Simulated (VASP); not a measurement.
# Ir (Fm-3m) in VASP: single point with PBE

Aim: the single point of Ir with PBE.

Program: VASP 6.6.1. These are calculated values, not measurements. Logs are shortened: lines on timing, memory, paths and dates and some standing lists are left out, and cuts for length are marked.

## (1) The cell of the first run

Symmetry: Fm-3m, No. 225, cubic system. The conventional cell has a = 3.913 Å, b = 3.913 Å, c = 3.913 Å, α = 90.00°, β = 90.00°, γ = 90.00°. Within 3.6 Å of Ir (site symmetry m-3m) lie 12 Ir at 2.77 Å.

## (2) Single point, PBE

INCAR reads:

```
SYSTEM = Ir
PREC = Accurate ; ENCUT = 520
EDIFF = 1E-6 ; ISMEAR = 0
SIGMA = 0.05 ; LREAL = .False.
LASPH = .True. ; NELM = 100
ALGO = Fast ; ISIF = 2
LWAVE = .False. ; LCHARG = .False.
GGA = PE ; NBANDS = 10
```

KPOINTS reads:

```
Automatic mesh
0
Gamma
  18 18 18
  0 0 0
```

POSCAR reads:

```
Ir
1.0
    0.0000000000      1.9566662719      1.9566662719
    1.9566662719      0.0000000000      1.9566662719
    1.9566662719      1.9566662719      0.0000000000
Ir
1
Direct
    0.0000000000      0.0000000000      0.0000000000
```

Potentials or basis: VASP PAW PBE potentials, release 64 (Ir).

The run is started by

```console
> cat potpaw_PBE.64/Ir/POTCAR > POTCAR
> mpirun -np 1 vasp_std > vasp.out
```

OUTCAR:

```text
SYSTEM = Ir
   PREC = Accurate
   ENCUT = 520
   EDIFF = 1E-6
   ISMEAR = 0
   LREAL = .False.
   LASPH = .True.
   NELM = 100
   ISIF = 2
   GGA = PE

 ion  position               nearest neighbor table
   1  0.000  0.000  0.000-

  LATTYP: Found a face centered cubic cell.
 ALAT       =     3.9133325438

  Lattice vectors:

 A1 = (   0.0000000000,   1.9566662719,   1.9566662719)
 A2 = (   1.9566662719,   0.0000000000,   1.9566662719)
 A3 = (   1.9566662719,   1.9566662719,   0.0000000000)

Analysis of symmetry for initial positions (statically):
=====================================================================
 Subroutine PRICEL returns:
 Original cell was already a primitive cell.

 Routine SETGRP: Setting up the symmetry group for a
 face centered cubic supercell.

 Subroutine GETGRP returns: Found 48 space group operations
 (whereof 48 operations were pure point group operations)
 out of a pool of 48 trial point group operations.

The static configuration has the point symmetry O_h .

Analysis of symmetry for dynamics (positions and initial velocities):
=====================================================================
 Subroutine PRICEL returns:
 Original cell was already a primitive cell.

 Routine SETGRP: Setting up the symmetry group for a
 face centered cubic supercell.

 Subroutine GETGRP returns: Found 48 space group operations
 (whereof 48 operations were pure point group operations)
 out of a pool of 48 trial point group operations.

The dynamic configuration has the point symmetry O_h .

 Subroutine INISYM returns: Found 48 space group operations
 (whereof 48 operations are pure point group operations),
 and found     1 'primitive' translations

----------------------------------------------------------------------------------------

                                     Primitive cell

  volume of cell :      14.9824

  direct lattice vectors                    reciprocal lattice vectors
     0.000000000  1.956666272  1.956666272    -0.255536678  0.255536678  0.255536678
     1.956666272  0.000000000  1.956666272     0.255536678 -0.255536678  0.255536678
     1.956666272  1.956666272  0.000000000     0.255536678  0.255536678 -0.255536678

  length of vectors
     2.767143979  2.767143979  2.767143979     0.442602510  0.442602510  0.442602510

  position of ions in fractional coordinates (direct lattice)
     0.000000000  0.000000000  0.000000000

  ion indices of the primitive-cell ions
   primitive index   ion index
                 1           1

----------------------------------------------------------------------------------------

 KPOINTS: Automatic mesh

Automatic generation of k-mesh.
 Grid dimensions read from file:
 generate k-points for:   18   18   18

 Generating k-lattice:

  Cartesian coordinates                     Fractional coordinates (reciprocal lattice)
    -0.014196482  0.014196482  0.014196482     0.055555556  0.000000000  0.000000000
     0.014196482 -0.014196482  0.014196482     0.000000000  0.055555556  0.000000000
     0.014196482  0.014196482 -0.014196482     0.000000000  0.000000000  0.055555556

  Length of vectors
     0.024589028  0.024589028  0.024589028

  Shift w.r.t. Gamma in fractional coordinates (k-lattice)
     0.000000000  0.000000000  0.000000000

 Subroutine IBZKPT returns following result:
 ===========================================

 Found    195 irreducible k-points:

 Following reciprocal coordinates:
            Coordinates               Weight
  0.000000  0.000000  0.000000      1.000000
  0.055556  0.000000  0.000000      8.000000
  0.111111  0.000000  0.000000      8.000000
  0.166667  0.000000  0.000000      8.000000
  0.222222  0.000000  0.000000      8.000000
  0.277778  0.000000  0.000000      8.000000
[... 16 lines left out ...]
 -0.277778  0.055556  0.000000     24.000000
 -0.222222  0.055556  0.000000     24.000000
 [... further k-points ...]
   k-points           NKPTS =    195   k-points in BZ     NKDIM =    195   number of bands    NBANDS=     10
   number of dos      NEDOS =    301   number of ions     NIONS =      1
   total plane-waves  NPLWV =  13824
   dimension x,y,z NGX =    24 NGY =   24 NGZ =   24
   dimension x,y,z NGXF=    48 NGYF=   48 NGZF=   48
   ions per type =               1
   NGX,Y,Z   is equivalent  to a cutoff of  14.42, 14.42, 14.42 a.u.
   NGXF,Y,Z  is equivalent  to a cutoff of  28.84, 28.84, 28.84 a.u.
 SYSTEM =  Ir
   PREC   = accura    normal or accurate (medium, high low for compatibility)
   ISTART =      0    job   : 0-new  1-cont  2-samecut
   ICHARG =      2    charge: 1-file 2-atom 10-const
   ISPIN  =      1    spin polarized calculation?
   LNONCOLLINEAR =      F non collinear calculations
   LSORBIT =      F    spin-orbit coupling
   LASPH  =      T    aspherical Exc in radial PAW
   ENCUT  =  520.0 eV  38.22 Ry    6.18 a.u.   5.15  5.15  5.15*2*pi/ulx,y,z
   NELM   =    100;   NELMIN=  2; NELMDL= -5     # of ELM steps
   EDIFF  = 0.1E-05   stopping-criterion for ELM
   LREAL  =      F    real-space projection
   EDIFFG = 0.1E-04   stopping-criterion for IOM
   NSW    =      0    number of steps for IOM
   IBRION =     -1    ionic relax: 0-MD 1-quasi-New 2-CG
   NFREE  =      0    steps in history (QN), initial steepest desc. (CG)
   ISIF   =      2    stress and relaxation
   ISYM   =      2    0-nonsym 1-usesym 2-fastsym
   POTIM  = 0.5000    time-step for ionic-motion
   TEBEG  =    0.0;   TEEND  =   0.0 temperature during run
   PSTRESS=    0.0 pullay stress
   NELECT =       9.0000    total number of electrons
   NUPDOWN=      -1.0000    fix difference up-down
   EMIN   =  10.00;   EMAX   =-10.00  energy-range for DOS
   EFERMI =   0.00;   METHOD = LEGACY
   ISMEAR =     0;   SIGMA  =   0.05  broadening in eV -4-tet -1-fermi 0-gaus
   EFERMI_NEDOS =   21; number of points for ismear=-14 and -15
   IALGO  =     68    algorithm
   IMIX   =      4    mixing-type and parameters
     AMIX     =   0.40;   BMIX     =  1.00
     AMIX_MAG =   1.60;   BMIX_MAG =  1.00
  volume/ion in A,a.u.               =      14.98       101.11
  Fermi-wavevector in a.u.,A,eV,Ry     =   1.381324  2.610324 25.960680  1.908056
  Thomas-Fermi vector in A             =   2.506119
   LORBIT       =      0    0 simple, 1 ext, 2 COOP (PROOUT), +10 PAW based schemes
   GGA     = PE    functional components
   LHFCALC =     F    Hartree Fock is set to
   AEXX    =    0.0000 exact exchange contribution
   IVDW    =     0    specifies the selected vdW correction
   LEPSILON=     F    determine dielectric tensor
   LRPA    =     F    only Hartree local field effects (RPA)
 non-spin polarized calculation
 RMM-DIIS sequential band-by-band and
 Gauss-broadening in eV      SIGMA  =   0.05
  energy-cutoff  :      520.00
  volume of cell :       14.98
 maximum number of plane-waves:       419
 NGX is ok and might be reduce to    24
   NGX = 11   NGY = 11   NGZ = 11

 number of electron       9.0000001 magnetization

 Free energy of the ion-electron system (eV)
  ---------------------------------------------------
  ext. energy  EPLUGINS =         0.00000000
  ---------------------------------------------------
  free energy    TOTEN  =        -8.83663024 eV

  energy without entropy =       -8.83514551  energy(sigma->0) =       -8.83588787

 E-fermi :   9.4650     XC(G=0): -13.6484

 val. band max:        9.4646031261   @ k =   0.3333   0.1111   0.0556
 cond. band min:       9.4933420907   @ k =   0.3333   0.1111   0.0000
 fundamental gap:      0.0287389646
 Fermi energy:         9.4649878286

 k-point     1 :       0.0000    0.0000    0.0000
  band No.  band energies     occupation
      1      -1.0738      2.00000
      2       5.8783      2.00000
      3       5.8783      2.00000
      4       5.8783      2.00000
      5       8.3307      2.00000
      6       8.3307      2.00000
      7      23.8621      0.00000
      8      29.1100      0.00000
      9      29.1100      0.00000
     10      29.1100      0.00000

 k-point     2 :       0.0556    0.0000    0.0000
  band No.  band energies     occupation
      1      -0.9443      2.00000
      2       5.8115      2.00000
      3       5.9336      2.00000
      4       5.9336      2.00000
      5       8.2964      2.00000
      6       8.2964      2.00000
      7      24.0795      0.00000
      8      28.3817      0.00000
      9      29.3167      0.00000
     10      29.3167      0.00000

 k-point     3 :       0.1111    0.0000    0.0000
  band No.  band energies     occupation
      1      -0.5681      2.00000
      2       5.6395      2.00000
      3       6.0786      2.00000
      4       6.0786      2.00000
      5       8.2219      2.00000
      6       8.2219      2.00000
      7      24.6755      0.00000
      8      26.9404      0.00000
      9      29.9166      0.00000
     10      29.9166      0.00000

 k-point     4 :       0.1667    0.0000    0.0000
  band No.  band energies     occupation
      1       0.0121      2.00000
      2       5.4422      2.00000
      3       6.2414      2.00000
      4       6.2414      2.00000
      5       8.1963      2.00000
      6       8.1963      2.00000
      7      25.3162      0.00000
      8      25.5113      0.00000
      9      30.8471      0.00000
     10      30.8471      0.00000
[... 222 lines left out ...]
 k-point    22 :      -0.3333    0.0556    0.0000
  band No.  band energies     occupation
      1       1.9301      2.00000
      2       5.9699      2.00000
      3       6.0994      2.00000
      4       6.3337      2.00000
      5       9.0909      2.00000
      6       9.9088      0.00000
      7      19.6643      0.00000
      8      24.6718      0.00000
      9      29.4882      0.00000
     10      31.5200      0.00000

 k-point    23 :      -0.2778    0.0556    0.0000
  band No.  band energies     occupation
      1       1.6194      2.00000
      2       5.5649      2.00000
      3       6.1671      2.00000
      4       6.2658      2.00000
      5       8.5245      2.00000
      6       9.3528      1.99849
      7      21.5694      0.00000
      8      25.5206      0.00000
      9      30.4433      0.00000
     10      32.7567      0.00000

 k-point    24 :      -0.2222    0.0556    0.0000
  band No.  band energies     occupation
      1       1.0418      2.00000
      2       5.2623      2.00000
      3       6.3008      2.00000
      4       6.3859      2.00000
      5       8.0820      2.00000
      6       8.8602      2.00000
      7      23.3187      0.00000
      8      26.1035      0.00000
      9      30.8437      0.00000
     10      32.1189      0.00000

 [... further k-points ...]
[... 5 lines left out ...]
  --------------------------------------------------------------------------------------
  -------------------------------------------------------------------------------------
  Total       -0.9640238     -0.9640238     -0.9640238      0.0000000      0.0000000      0.0000000
  in kB     -103.0903606   -103.0903606   -103.0903606      0.0000000      0.0000000      0.0000000
  external PRESSURE =    -103.0903606 kB  Pullay stress =       0.0000000 kB

 VOLUME and BASIS-vectors are now :
 -----------------------------------------------------------------------------
  energy-cutoff  :      520.00
  volume of cell :       14.98
      direct lattice vectors                 reciprocal lattice vectors
     0.000000000  1.956666272  1.956666272    -0.255536678  0.255536678  0.255536678
     1.956666272  0.000000000  1.956666272     0.255536678 -0.255536678  0.255536678
     1.956666272  1.956666272  0.000000000     0.255536678  0.255536678 -0.255536678

 POSITION                                       TOTAL-FORCE (eV/Angst)
 -----------------------------------------------------------------------------------
      0.00000      0.00000      0.00000        -0.000000      0.000000      0.000000
 -----------------------------------------------------------------------------------
    total drift:                               -0.000000      0.000000      0.000000

  FREE ENERGIE OF THE ION-ELECTRON SYSTEM (eV)
  ---------------------------------------------------
  free  energy   TOTEN  =        -8.8366302391 eV

  energy  without entropy=       -8.8351455057  energy(sigma->0) =       -8.83588787
```

It took 55 s on 1 thread of AMD EPYC 7R13, shared host; peak memory 0.16 GiB.

Results:

| Item | Value |
| --- | --- |
| Free energy | -8.8366 eV |
| Pressure | -10.3 GPa |

Levels at points of the mesh, in eV from the Fermi level:
```csv
k point,band 1,band 2,band 3,band 4,band 5,band 6,band 7,band 8,band 9
"(0.00, 0.00, 0.00)",-10.54,-3.59,-3.59,-3.59,-1.13,-1.13,14.40,19.65,19.65
"(0.50, 0.00, 0.00)",-7.54,-3.68,-3.68,-0.63,0.77,0.77,6.67,13.93,19.26
"(0.50, 0.50, 0.00)",-7.30,-6.76,0.74,1.29,1.29,1.69,9.72,11.41,11.41
```

Caveat: spin-orbit coupling is left out, which moves the levels of the heavy elements.
